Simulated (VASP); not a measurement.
# SiSe4 (I-43m) in VASP: further runs, part 3 of 3

VASP 6.6.1. The steps go on from the part before.

**6. Relaxation of cell and atoms, PBE**

The input, INCAR:

```
ALGO = Normal
EDIFF = 1E-7
EDIFFG = -0.01
ENCUT = 600
GGA = PE
IBRION = 2
ISIF = 3
ISMEAR = 0
LASPH = True
LCHARG = False
LREAL = False
LWAVE = False
NELM = 100
NSW = 100
PREC = Accurate
SIGMA = 0.1
```

The input, KPOINTS:

```
k-points
0
Gamma
  8 8 8
```

The input, POSCAR:

```
SiSe4
1.0
   -3.1500800142      3.1500800142      3.1500800142
    3.1500800142     -3.1500800142      3.1500800142
    3.1500800142      3.1500800142     -3.1500800142
Si Se
1 4
Direct
    0.0000000000      0.0000000000      0.0000000000
    0.4258841746      0.4258841746      0.4258841746
    0.5741158254      0.0000000000      0.0000000000
    0.0000000000      0.0000000000      0.5741158254
    0.0000000000      0.5741158254      0.0000000000
```

Potentials or basis: VASP PAW PBE potentials, release 64 (Si, Se).

On the command line:

```sh
$ cat potpaw_PBE.64/Si/POTCAR potpaw_PBE.64/Se/POTCAR > POTCAR
$ mpirun -np 1 vasp_std > vasp.out
```

OUTCAR:

```text
EDIFF = 1E-7
   EDIFFG = -0.01
   ENCUT = 600
   GGA = PE
   IBRION = 2
   ISIF = 3
   ISMEAR = 0
   LASPH = True
   LREAL = False
   NELM = 100
   NSW = 100
   PREC = Accurate

 ion  position               nearest neighbor table
   1  0.000  0.000  0.000-   2 2.32   3 2.32   4 2.32   5 2.32
   2  0.426  0.426  0.426-   1 2.32
   3  0.574  0.000  0.000-   1 2.32
   4  0.000  0.000  0.574-   1 2.32
   5  0.000  0.574  0.000-   1 2.32

  LATTYP: Found a body centered cubic cell.
 ALAT       =     6.3001600284

  Lattice vectors:

 A1 = (  -3.1500800142,   3.1500800142,   3.1500800142)
 A2 = (   3.1500800142,  -3.1500800142,   3.1500800142)
 A3 = (   3.1500800142,   3.1500800142,  -3.1500800142)

Analysis of symmetry for initial positions (statically):
=====================================================================
 Subroutine PRICEL returns:
 Original cell was already a primitive cell.

 Routine SETGRP: Setting up the symmetry group for a
 body centered cubic supercell.

 Subroutine GETGRP returns: Found 24 space group operations
 (whereof 24 operations were pure point group operations)
 out of a pool of 48 trial point group operations.

The static configuration has the point symmetry T_d .

Analysis of symmetry for dynamics (positions and initial velocities):
=====================================================================
 Subroutine PRICEL returns:
 Original cell was already a primitive cell.

 Routine SETGRP: Setting up the symmetry group for a
 body centered cubic supercell.

 Subroutine GETGRP returns: Found 24 space group operations
 (whereof 24 operations were pure point group operations)
 out of a pool of 48 trial point group operations.

The dynamic configuration has the point symmetry T_d .

 Subroutine INISYM returns: Found 24 space group operations
 (whereof 24 operations are pure point group operations),
 and found     1 'primitive' translations

----------------------------------------------------------------------------------------

                                     Primitive cell

  volume of cell :     125.0330

  direct lattice vectors                    reciprocal lattice vectors
    -3.150080014  3.150080014  3.150080014     0.000000000  0.158726127  0.158726127
     3.150080014 -3.150080014  3.150080014     0.158726127  0.000000000  0.158726127
     3.150080014  3.150080014 -3.150080014     0.158726127  0.158726127  0.000000000

  length of vectors
     5.456098633  5.456098633  5.456098633     0.224472641  0.224472641  0.224472641

  position of ions in fractional coordinates (direct lattice)
     0.000000000  0.000000000  0.000000000
     0.425884175  0.425884175  0.425884175
     0.574115825  0.000000000  0.000000000
     0.000000000  0.000000000  0.574115825
     0.000000000  0.574115825  0.000000000

  ion indices of the primitive-cell ions
   primitive index   ion index
                 1           1
                 2           2
                 3           3
                 4           4
                 5           5

----------------------------------------------------------------------------------------

 KPOINTS: k-points

[... 27 lines left out ...]
  0.375000  0.000000  0.000000     12.000000
  0.500000  0.000000  0.000000      6.000000
  0.125000  0.125000  0.000000     24.000000
[... 16 lines left out ...]
 -0.250000  0.250000  0.250000      6.000000
 -0.375000  0.375000  0.250000     24.000000
 [... further k-points ...]
   k-points           NKPTS =     29   k-points in BZ     NKDIM =     29   number of bands    NBANDS=     18
   number of dos      NEDOS =    301   number of ions     NIONS =      5
   total plane-waves  NPLWV = 110592
   dimension x,y,z NGX =    48 NGY =   48 NGZ =   48
   dimension x,y,z NGXF=    96 NGYF=   96 NGZF=   96
   ions per type =               1   4
   NGX,Y,Z   is equivalent  to a cutoff of  14.63, 14.63, 14.63 a.u.
   NGXF,Y,Z  is equivalent  to a cutoff of  29.25, 29.25, 29.25 a.u.
 SYSTEM =  unknown system
   PREC   = accura    normal or accurate (medium, high low for compatibility)
   ISTART =      0    job   : 0-new  1-cont  2-samecut
   ICHARG =      2    charge: 1-file 2-atom 10-const
   ISPIN  =      1    spin polarized calculation?
   LNONCOLLINEAR =      F non collinear calculations
   LSORBIT =      F    spin-orbit coupling
   LASPH  =      T    aspherical Exc in radial PAW
   ENCUT  =  600.0 eV  44.10 Ry    6.64 a.u.  10.90 10.90 10.90*2*pi/ulx,y,z
   NELM   =    100;   NELMIN=  2; NELMDL= -5     # of ELM steps
   EDIFF  = 0.1E-06   stopping-criterion for ELM
   LREAL  =      F    real-space projection
   EDIFFG = -.1E-01   stopping-criterion for IOM
   NSW    =    100    number of steps for IOM
   IBRION =      2    ionic relax: 0-MD 1-quasi-New 2-CG
   NFREE  =      1    steps in history (QN), initial steepest desc. (CG)
   ISIF   =      3    stress and relaxation
   ISYM   =      2    0-nonsym 1-usesym 2-fastsym
   POTIM  = 0.5000    time-step for ionic-motion
   TEBEG  =    0.0;   TEEND  =   0.0 temperature during run
   PSTRESS=    0.0 pullay stress
   NELECT =      28.0000    total number of electrons
   NUPDOWN=      -1.0000    fix difference up-down
   EMIN   =  10.00;   EMAX   =-10.00  energy-range for DOS
   EFERMI =   0.00;   METHOD = LEGACY
   ISMEAR =     0;   SIGMA  =   0.10  broadening in eV -4-tet -1-fermi 0-gaus
   EFERMI_NEDOS =   21; number of points for ismear=-14 and -15
   IALGO  =     38    algorithm
   IMIX   =      4    mixing-type and parameters
     AMIX     =   0.40;   BMIX     =  1.00
     AMIX_MAG =   1.60;   BMIX_MAG =  1.00
  volume/ion in A,a.u.               =      25.01       168.75
  Fermi-wavevector in a.u.,A,eV,Ry     =   0.994152  1.878674 13.447145  0.988337
  Thomas-Fermi vector in A             =   2.126083
   LORBIT       =      0    0 simple, 1 ext, 2 COOP (PROOUT), +10 PAW based schemes
   GGA     = PE    functional components
   LHFCALC =     F    Hartree Fock is set to
   AEXX    =    0.0000 exact exchange contribution
   IVDW    =     0    specifies the selected vdW correction
   LEPSILON=     F    determine dielectric tensor
   LRPA    =     F    only Hartree local field effects (RPA)
 conjugate gradient relaxation of ions
 non-spin polarized calculation
 Gauss-broadening in eV      SIGMA  =   0.10
  energy-cutoff  :      600.00
  volume of cell :      125.03
 maximum number of plane-waves:      4205
 NGX is ok and might be reduce to    48
   NGX = 21   NGY = 21   NGZ = 21

--------------------------------------- Ionic step        1  -------------------------------------------

 number of electron      27.9999997 magnetization

 Free energy of the ion-electron system (eV)
  ---------------------------------------------------
  ext. energy  EPLUGINS =         0.00000000
  ---------------------------------------------------
  free energy    TOTEN  =       -18.33246710 eV

  energy without entropy =      -18.31633830  energy(sigma->0) =      -18.32440270

------------------------ aborting loop because EDIFF is reached ----------------------------------------

  FORCE on cell =-STRESS in cart. coord.  units (eV):
  Direction    XX          YY          ZZ          XY          YZ          ZX
  --------------------------------------------------------------------------------------
  -------------------------------------------------------------------------------------
  Total        0.1674270      0.1674270      0.1674270     -0.0000000     -0.0000000      0.0000000
  in kB        2.1454151      2.1454151      2.1454151     -0.0000000     -0.0000000      0.0000000
  external PRESSURE =       2.1454151 kB  Pullay stress =       0.0000000 kB
[... 182 lines left out ...]
--------------------------------------- Ionic step        6  -------------------------------------------

 number of electron      27.9999999 magnetization

 Free energy of the ion-electron system (eV)
  ---------------------------------------------------
  ext. energy  EPLUGINS =         0.00000000
  ---------------------------------------------------
  free energy    TOTEN  =       -18.33446160 eV

  energy without entropy =      -18.31737028  energy(sigma->0) =      -18.32591594

 E-fermi :   2.9969     XC(G=0):  -9.0852

 val. band max:        2.9927667708   @ k =   0.5000   0.5000   0.1250
 cond. band min:       3.0359020208   @ k =   0.3750   0.0000   0.0000
 fundamental gap:      0.0431352500
 Fermi energy:         2.9969314357

 k-point     1 :       0.0000    0.0000    0.0000
  band No.  band energies     occupation
      1     -11.6692      2.00000
      2      -9.0414      2.00000
      3      -9.0414      2.00000
      4      -9.0414      2.00000
      5      -3.1701      2.00000
      6      -2.3904      2.00000
[... 481 lines left out ...]
      5      -4.6245      2.00000
      6      -1.1603      2.00000
[... 10 lines left out ...]
     17       5.9808      0.00000
     18       7.0275      0.00000

 [... further k-points ...]
[... 5 lines left out ...]
  --------------------------------------------------------------------------------------
  -------------------------------------------------------------------------------------
  Total       -0.0109671     -0.0109671     -0.0109671     -0.0000000      0.0000000     -0.0000000
  in kB       -0.1389607     -0.1389607     -0.1389607     -0.0000000      0.0000000     -0.0000000
  external PRESSURE =      -0.1389607 kB  Pullay stress =       0.0000000 kB
[... 20 lines left out ...]
  FREE ENERGIE OF THE ION-ELECTRON SYSTEM (eV)
  ---------------------------------------------------
  free  energy   TOTEN  =       -18.3344615989 eV

  energy  without entropy=      -18.3173702790  energy(sigma->0) =      -18.32591594

 reached required accuracy - stopping structural energy minimisation
```

OSZICAR:

```text
N       E                     dE             d eps       ncg     rms          rms(c)
DAV:   1     0.152520511816E+03    0.15252E+03   -0.12471E+04  1044   0.144E+03
DAV:   2    -0.714123156728E+01   -0.15966E+03   -0.15716E+03  1488   0.209E+02
DAV:   3    -0.181788792448E+02   -0.11038E+02   -0.10894E+02  1268   0.616E+01
[... 50 lines left out ...]
DAV:   1    -0.183344481063E+02   -0.10512E-04   -0.60377E-03  1048   0.431E-01    0.371E-02
DAV:   2    -0.183344660695E+02   -0.17963E-04   -0.30993E-04  1290   0.998E-02    0.124E-02
DAV:   3    -0.183344624102E+02    0.36593E-05   -0.68584E-06  1166   0.164E-02    0.744E-03
DAV:   4    -0.183344615045E+02    0.90569E-06   -0.46132E-06  1128   0.115E-02    0.222E-03
DAV:   5    -0.183344615989E+02   -0.94421E-07   -0.23375E-07   866   0.321E-03
   6 F= -.18334462E+02 E0= -.18325916E+02  d E =-.973533E-03
```

CONTCAR:

```text
SiSe4
   1.00000000000000
    -3.1619153615781670    3.1619153615781670    3.1619153615781670
     3.1619153615781670   -3.1619153615781670    3.1619153615781670
     3.1619153615781670    3.1619153615781670   -3.1619153615781670
  Si              Se
     1     4
Direct
     0.0000000000000000    1.0000000000000000    1.0000000000000000
     0.4235664877529917    0.4235664877529917    0.4235664877529917
     0.5764335122470085    0.0000000000000000    0.0000000000000000
     0.0000000000000000    1.0000000000000000    0.5764335122470085
     0.0000000000000000    0.5764335122470085    0.0000000000000000

  0.00000000E+00  0.00000000E+00  0.00000000E+00
  0.00000000E+00  0.00000000E+00  0.00000000E+00
  0.00000000E+00  0.00000000E+00  0.00000000E+00
  0.00000000E+00  0.00000000E+00  0.00000000E+00
  0.00000000E+00  0.00000000E+00  0.00000000E+00
```

Run time: 2.5 min. Hardware: 1 thread of Intel Xeon 6975P-C (Granite Rapids), shared host; peak memory 0.37 GiB.

Results:

| Property | Result |
| --- | --- |
| Free energy | -18.3345 eV |
| Relaxed volume | 25.29 Å³/atom |
| Relaxed cell | a = 5.477 Å, b = 5.477 Å, c = 5.477 Å, α = 109.47°, β = 109.47°, γ = 109.47° |
| Space group after relaxing (to 0.05 Å) | I-43m (No. 217) |
| Energy gained by relaxing | 0.4 meV/atom |
| Ionic steps | 6 |
| Pressure after relaxing | 0.0 GPa |
| Band gap on the k mesh | zero (band 14 reaches 4.30 eV, above the bottom of band 15 at 1.89 eV) |

The path:
| step | energy change (eV) | largest force (eV/Å) | pressure (GPa) | volume (Å³) |
| --- | --- | --- | --- | --- |
| 1 | 0.0000 | 0.0447 | 0.21 | 125.03 |
| 2 | -0.0008 | 0.0556 | 0.01 | 125.64 |
| 3 | -0.0010 | 0.0643 | -0.16 | 126.12 |
| 4 | -0.0016 | 0.0429 | -0.11 | 126.23 |
| 5 | -0.0020 | 0.0104 | -0.04 | 126.40 |
| 6 | -0.0020 | 0.0009 | -0.01 | 126.45 |

Final structure:
```
Si Se
1.0
    -3.16192    3.16192    3.16192
     3.16192   -3.16192    3.16192
     3.16192    3.16192   -3.16192
Si Se
1 4
Direct
  0.00000 0.00000 0.00000
  0.42357 0.42357 0.42357
  0.57643 0.00000 0.00000
  0.00000 0.00000 0.57643
  0.00000 0.57643 0.00000
```

**7. Summary**

```csv
task,cell,k mesh,cutoff (eV),gap on the mesh (eV),pressure (GPa),relaxed volume (Å³/atom),largest force (eV/Å)
single point,"a = 5.456 Å, angles 109.5°, 5 atoms",4 × 4 × 4,520,none,0.2,-,-
single point,"a = 5.939 Å, angles 109.5°, 5 atoms",4 × 4 × 4,520,none,8.3,-,3.63
single point,"a = 5.476 Å, angles 109.5°, 5 atoms",8 × 8 × 8,520,none,0.1,-,0.02
relaxation of cell and atoms,"relaxed from a = 5.939 Å, angles 109.5°, 5 atoms",4 × 4 × 4,600,none,-0.1,25.21,0.01
relaxation of cell and atoms,"relaxed from a = 5.456 Å, angles 109.5°, 5 atoms",8 × 8 × 8,600,none,0.0,25.29,-
```

Alike in all rows: level PBE; potentials or basis VASP PAW PBE potentials, release 64 (Si, Se); no spin polarisation; smearing gaussian 0.1 eV.

Caveats: forces of over 1 eV/Å act on the atoms, so gaps and moduli don't describe the material at rest (some runs); the volume moved by over 15 % at a fixed basis, so the end points are rough (some runs).

Total energies depend on the potentials used, so only differences within one code and one set of settings carry meaning.
